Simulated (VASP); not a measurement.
# GaSb3 (Fm-3m) in VASP: a series of runs

GaSb3 is run at these levels: LDA; tasks: single point.

Program: VASP 6.6.1. These are calculated values, not measurements. Logs are shortened: lines on timing, memory, paths and dates and some standing lists are left out, and cuts for length are marked.

## (1) The cell of the first run

Symmetry: Fm-3m, No. 225, cubic system. Conventional cell: a = 7.244 Å, b = 7.244 Å, c = 7.244 Å, α = 90.00°, β = 90.00°, γ = 90.00°. Within 4.1 Å of Ga (site symmetry m-3m) lie 14 Sb at 3.14 to 3.62 Å. Within 4.1 Å of Sb (site symmetry -43m) lie 4 Ga at 3.14 Å and 10 Sb at 3.14 to 3.62 Å. Sb (site symmetry m-3m) has 8 Sb at 3.14 Å and 6 Ga at 3.62 Å within 4.1 Å.

## (2) Single point, LDA

Contents of INCAR:

```
SYSTEM = GaSb3
ALGO = Normal
EDIFF = 1E-6
ENCUT = 520
GGA = CA
ISIF = 2
ISMEAR = 0
LASPH = .True.
LCHARG = .False.
LREAL = .False.
LWAVE = .False.
NBANDS = 22
NELM = 60
PREC = Accurate
SIGMA = 0.15
```

Contents of KPOINTS:

```
k-points
0
Gamma
  10 10 10
  0 0 0
```

Contents of POSCAR:

```
GaSb3
1.0
    0.0000000000      3.6220011279      3.6220011279
    3.6220011279      0.0000000000      3.6220011279
    3.6220011279      3.6220011279      0.0000000000
Ga Sb
1 3
Direct
    0.0000000000      0.0000000000      0.0000000000
    0.2500000000      0.2500000000      0.2500000000
    0.7500000000      0.7500000000      0.7500000000
    0.5000000000      0.5000000000      0.5000000000
```

Potentials or basis: VASP PAW LDA potentials, release 64 (Ga_d, Sb).

Started as:

```bash
$ cat potpaw_LDA.64/Ga_d/POTCAR potpaw_LDA.64/Sb/POTCAR > POTCAR
$ mpirun -np 1 vasp_std > vasp.out
```

OUTCAR:

```text
SYSTEM = GaSb3
   EDIFF = 1E-6
   ENCUT = 520
   GGA = CA
   ISIF = 2
   ISMEAR = 0
   LASPH = .True.
   LREAL = .False.
   NELM = 60
   PREC = Accurate

 ion  position               nearest neighbor table
   1  0.000  0.000  0.000-   2 3.14   3 3.14   3 3.14   3 3.14   3 3.14   2 3.14   2 3.14   2 3.14

   2  0.250  0.250  0.250-   1 3.14   4 3.14   1 3.14   1 3.14   1 3.14   4 3.14   4 3.14   4 3.14
                             3 3.62   3 3.62   3 3.62   3 3.62   3 3.62   3 3.62
   3  0.750  0.750  0.750-   1 3.14   4 3.14   4 3.14   4 3.14   4 3.14   1 3.14   1 3.14   1 3.14
                             2 3.62   2 3.62   2 3.62   2 3.62   2 3.62   2 3.62
   4  0.500  0.500  0.500-   2 3.14   3 3.14   2 3.14   2 3.14   2 3.14   3 3.14   3 3.14   3 3.14

  LATTYP: Found a face centered cubic cell.
 ALAT       =     7.2440022558

  Lattice vectors:

 A1 = (   0.0000000000,   3.6220011279,   3.6220011279)
 A2 = (   3.6220011279,   0.0000000000,   3.6220011279)
 A3 = (   3.6220011279,   3.6220011279,   0.0000000000)

Analysis of symmetry for initial positions (statically):
=====================================================================
 Subroutine PRICEL returns:
 Original cell was already a primitive cell.

 Routine SETGRP: Setting up the symmetry group for a
 face centered cubic supercell.

 Subroutine GETGRP returns: Found 48 space group operations
 (whereof 48 operations were pure point group operations)
 out of a pool of 48 trial point group operations.

The static configuration has the point symmetry O_h .

Analysis of symmetry for dynamics (positions and initial velocities):
=====================================================================
 Subroutine PRICEL returns:
 Original cell was already a primitive cell.

 Routine SETGRP: Setting up the symmetry group for a
 face centered cubic supercell.

 Subroutine GETGRP returns: Found 48 space group operations
 (whereof 48 operations were pure point group operations)
 out of a pool of 48 trial point group operations.

The dynamic configuration has the point symmetry O_h .

 Subroutine INISYM returns: Found 48 space group operations
 (whereof 48 operations are pure point group operations),
 and found     1 'primitive' translations

----------------------------------------------------------------------------------------

                                     Primitive cell

  volume of cell :      95.0333

  direct lattice vectors                    reciprocal lattice vectors
     0.000000000  3.622001128  3.622001128    -0.138045236  0.138045236  0.138045236
     3.622001128  0.000000000  3.622001128     0.138045236 -0.138045236  0.138045236
     3.622001128  3.622001128  0.000000000     0.138045236  0.138045236 -0.138045236

  length of vectors
     5.122283118  5.122283118  5.122283118     0.239101362  0.239101362  0.239101362

  position of ions in fractional coordinates (direct lattice)
     0.000000000  0.000000000  0.000000000
     0.250000000  0.250000000  0.250000000
     0.750000000  0.750000000  0.750000000
     0.500000000  0.500000000  0.500000000

  ion indices of the primitive-cell ions
   primitive index   ion index
                 1           1
                 2           2
                 3           3
                 4           4

----------------------------------------------------------------------------------------

 KPOINTS: k-points

Automatic generation of k-mesh.
 Grid dimensions read from file:
 generate k-points for:   10   10   10

 Generating k-lattice:

  Cartesian coordinates                     Fractional coordinates (reciprocal lattice)
    -0.013804524  0.013804524  0.013804524     0.100000000  0.000000000  0.000000000
     0.013804524 -0.013804524  0.013804524     0.000000000  0.100000000  0.000000000
     0.013804524  0.013804524 -0.013804524     0.000000000  0.000000000  0.100000000

  Length of vectors
     0.023910136  0.023910136  0.023910136

  Shift w.r.t. Gamma in fractional coordinates (k-lattice)
     0.000000000  0.000000000  0.000000000

 Subroutine IBZKPT returns following result:
 ===========================================

 Found     47 irreducible k-points:

 Following reciprocal coordinates:
            Coordinates               Weight
  0.000000  0.000000  0.000000      1.000000
  0.100000  0.000000  0.000000      8.000000
  0.200000  0.000000  0.000000      8.000000
  0.300000  0.000000  0.000000      8.000000
  0.400000  0.000000  0.000000      8.000000
  0.500000  0.000000  0.000000      4.000000
[... 16 lines left out ...]
  0.300000  0.300000  0.000000      6.000000
  0.400000  0.300000  0.000000     24.000000
 [... further k-points ...]
   k-points           NKPTS =     47   k-points in BZ     NKDIM =     47   number of bands    NBANDS=     22
   number of dos      NEDOS =    301   number of ions     NIONS =      4
   total plane-waves  NPLWV =  64000
   dimension x,y,z NGX =    40 NGY =   40 NGZ =   40
   dimension x,y,z NGXF=    80 NGYF=   80 NGZF=   80
   ions per type =               1   3
   NGX,Y,Z   is equivalent  to a cutoff of  12.98, 12.98, 12.98 a.u.
   NGXF,Y,Z  is equivalent  to a cutoff of  25.96, 25.96, 25.96 a.u.
 SYSTEM =  GaSb3
   PREC   = accura    normal or accurate (medium, high low for compatibility)
   ISTART =      0    job   : 0-new  1-cont  2-samecut
   ICHARG =      2    charge: 1-file 2-atom 10-const
   ISPIN  =      1    spin polarized calculation?
   LNONCOLLINEAR =      F non collinear calculations
   LSORBIT =      F    spin-orbit coupling
   LASPH  =      T    aspherical Exc in radial PAW
   ENCUT  =  520.0 eV  38.22 Ry    6.18 a.u.   9.52  9.52  9.52*2*pi/ulx,y,z
   NELM   =     60;   NELMIN=  2; NELMDL= -5     # of ELM steps
   EDIFF  = 0.1E-05   stopping-criterion for ELM
   LREAL  =      F    real-space projection
   EDIFFG = 0.1E-04   stopping-criterion for IOM
   NSW    =      0    number of steps for IOM
   IBRION =     -1    ionic relax: 0-MD 1-quasi-New 2-CG
   NFREE  =      0    steps in history (QN), initial steepest desc. (CG)
   ISIF   =      2    stress and relaxation
   ISYM   =      2    0-nonsym 1-usesym 2-fastsym
   POTIM  = 0.5000    time-step for ionic-motion
   TEBEG  =    0.0;   TEEND  =   0.0 temperature during run
   PSTRESS=    0.0 pullay stress
   NELECT =      28.0000    total number of electrons
   NUPDOWN=      -1.0000    fix difference up-down
   EMIN   =  10.00;   EMAX   =-10.00  energy-range for DOS
   EFERMI =   0.00;   METHOD = LEGACY
   ISMEAR =     0;   SIGMA  =   0.15  broadening in eV -4-tet -1-fermi 0-gaus
   EFERMI_NEDOS =   21; number of points for ismear=-14 and -15
   IALGO  =     38    algorithm
   IMIX   =      4    mixing-type and parameters
     AMIX     =   0.40;   BMIX     =  1.00
     AMIX_MAG =   1.60;   BMIX_MAG =  1.00
  volume/ion in A,a.u.               =      23.76       160.33
  Fermi-wavevector in a.u.,A,eV,Ry     =   1.089354  2.058580 16.145919  1.186692
  Thomas-Fermi vector in A             =   2.225555
   LORBIT       =      0    0 simple, 1 ext, 2 COOP (PROOUT), +10 PAW based schemes
   GGA     = CA    functional components
   LHFCALC =     F    Hartree Fock is set to
   AEXX    =    0.0000 exact exchange contribution
   IVDW    =     0    specifies the selected vdW correction
   LEPSILON=     F    determine dielectric tensor
   LRPA    =     F    only Hartree local field effects (RPA)
 non-spin polarized calculation
 Gauss-broadening in eV      SIGMA  =   0.15
  energy-cutoff  :      520.00
  volume of cell :       95.03
 maximum number of plane-waves:      2637
 NGX is ok and might be reduce to    40
   NGX = 19   NGY = 19   NGZ = 19

 number of electron      27.9999988 magnetization

 Free energy of the ion-electron system (eV)
  ---------------------------------------------------
  ext. energy  EPLUGINS =         0.00000000
  ---------------------------------------------------
  free energy    TOTEN  =       -17.33629849 eV

  energy without entropy =      -17.31558992  energy(sigma->0) =      -17.32594421

 E-fermi :   8.3693     XC(G=0): -10.7603

 val. band max:        8.3632349111   @ k =  -0.4000   0.5000   0.1000
 cond. band min:       8.4023300764   @ k =  -0.2000   0.3000   0.1000
 fundamental gap:      0.0390951654
 Fermi energy:         8.3692979299

 k-point     1 :       0.0000    0.0000    0.0000
  band No.  band energies     occupation
      1      -6.5169      2.00000
      2      -6.5169      2.00000
      3      -6.5169      2.00000
      4      -6.4992      2.00000
      5      -6.4992      2.00000
      6      -4.7190      2.00000
[... 14 lines left out ...]
     21      15.7831      0.00000
     22      15.7831      0.00000

 k-point     2 :       0.1000    0.0000    0.0000
  band No.  band energies     occupation
      1      -6.5176      2.00000
      2      -6.5166      2.00000
      3      -6.5166      2.00000
      4      -6.4993      2.00000
      5      -6.4993      2.00000
      6      -4.6353      2.00000
[... 14 lines left out ...]
     21      15.0115      0.00000
     22      15.5757      0.00000

 k-point     3 :       0.2000    0.0000    0.0000
  band No.  band energies     occupation
      1      -6.5196      2.00000
      2      -6.5158      2.00000
      3      -6.5158      2.00000
      4      -6.4996      2.00000
      5      -6.4996      2.00000
      6      -4.3854      2.00000
[... 14 lines left out ...]
     21      13.4666      0.00000
     22      14.8654      0.00000
[... 476 lines left out ...]
 k-point    23 :       0.3000    0.3000    0.0000
  band No.  band energies     occupation
      1      -6.5252      2.00000
      2      -6.5127      2.00000
      3      -6.5127      2.00000
      4      -6.5038      2.00000
      5      -6.4984      2.00000
      6      -3.7227      2.00000
[... 14 lines left out ...]
     21      12.8502      0.00000
     22      12.8502      0.00000

 k-point    24 :       0.4000    0.3000    0.0000
  band No.  band energies     occupation
      1      -6.5265      2.00000
      2      -6.5125      2.00000
      3      -6.5118      2.00000
      4      -6.5047      2.00000
      5      -6.4984      2.00000
      6      -3.3185      2.00000
[... 14 lines left out ...]
     21      13.0156      0.00000
     22      13.3387      0.00000

 [... further k-points ...]

------------------------ aborting loop because EDIFF is reached ----------------------------------------

  FORCE on cell =-STRESS in cart. coord.  units (eV):
  Direction    XX          YY          ZZ          XY          YZ          ZX
  --------------------------------------------------------------------------------------
  -------------------------------------------------------------------------------------
  Total        0.0776132      0.0776132      0.0776132      0.0000000      0.0000000      0.0000000
  in kB        1.3084893      1.3084893      1.3084893      0.0000000      0.0000000      0.0000000
  external PRESSURE =       1.3084893 kB  Pullay stress =       0.0000000 kB

 VOLUME and BASIS-vectors are now :
 -----------------------------------------------------------------------------
  energy-cutoff  :      520.00
  volume of cell :       95.03
      direct lattice vectors                 reciprocal lattice vectors
     0.000000000  3.622001128  3.622001128    -0.138045236  0.138045236  0.138045236
     3.622001128  0.000000000  3.622001128     0.138045236 -0.138045236  0.138045236
     3.622001128  3.622001128  0.000000000     0.138045236  0.138045236 -0.138045236

 POSITION                                       TOTAL-FORCE (eV/Angst)
 -----------------------------------------------------------------------------------
      0.00000      0.00000      0.00000         0.000000     -0.000000      0.000000
      1.81100      1.81100      1.81100         0.000000      0.000000      0.000000
      5.43300      5.43300      5.43300        -0.000000     -0.000000     -0.000000
      3.62200      3.62200      3.62200         0.000000     -0.000000      0.000000
 -----------------------------------------------------------------------------------
    total drift:                               -0.000000      0.000000      0.000000

  FREE ENERGIE OF THE ION-ELECTRON SYSTEM (eV)
  ---------------------------------------------------
  free  energy   TOTEN  =       -17.3362984909 eV

  energy  without entropy=      -17.3155899197  energy(sigma->0) =      -17.32594421
```

It took 45 s on 1 thread of Intel Xeon Platinum 8488C (Sapphire Rapids), shared host; peak memory 0.25 GiB.

Results:

```yaml
Free_energy: -17.3363 eV
Pressure: 0.1 GPa
Band_gap_on_the_k_mesh: zero (band 14 reaches 9.87 eV, above the bottom of band 15 at 5.79 eV)
```

Caveat: spin-orbit coupling is left out, which moves the levels of the heavy elements.

## (3) Single point, LDA

Contents of INCAR:

```
SYSTEM = GaSb3
ALGO = Normal ; EDIFF = 1E-7
ENCUT = 520 ; ISIF = 2
ISMEAR = 0 ; LASPH = .TRUE.
LCHARG = .FALSE. ; LREAL = .FALSE.
LWAVE = .FALSE. ; NBANDS = 22
NELM = 100 ; PREC = Accurate
SIGMA = 0.15
```

Contents of KPOINTS:

```
k-points
0
G
  10 10 10
  0 0 0
```

POSCAR is that of step 2.

Potentials or basis: VASP PAW LDA potentials, release 64 (Ga_d, Sb).

Started as:

```bash
$ cat potpaw_LDA.64/Ga_d/POTCAR potpaw_LDA.64/Sb/POTCAR > POTCAR
$ mpirun -np 1 vasp_std > vasp.out
```

Run time: 50 s. Hardware: 1 thread of Intel Xeon Platinum 8488C (Sapphire Rapids), shared host; peak memory 0.25 GiB.

The run converged. Its results:

```
Free energy            : -17.3363 eV
Pressure               : 0.1 GPa
Band gap on the k mesh : zero (band 14 reaches 9.87 eV, above the bottom of band 15 at 5.79 eV)
```

Levels at points of the mesh, in eV from the Fermi level:
```csv
k point,band 10,band 11,band 12,band 13,band 14,band 15,band 16,band 17,band 18,band 19
"(0.00, 0.00, 0.00)",-2.78,-2.78,-2.78,-2.58,-2.58,-2.58,-0.81,-0.81,-0.81,3.45
"(0.50, 0.00, 0.00)",-3.82,-3.82,-2.85,-2.85,-0.20,0.16,2.23,2.23,3.07,3.07
"(0.50, 0.50, 0.00)",-5.60,-5.60,0.95,1.19,1.19,1.30,2.05,2.05,2.29,3.98
```

Caveat: spin-orbit coupling is left out, which moves the levels of the heavy elements.
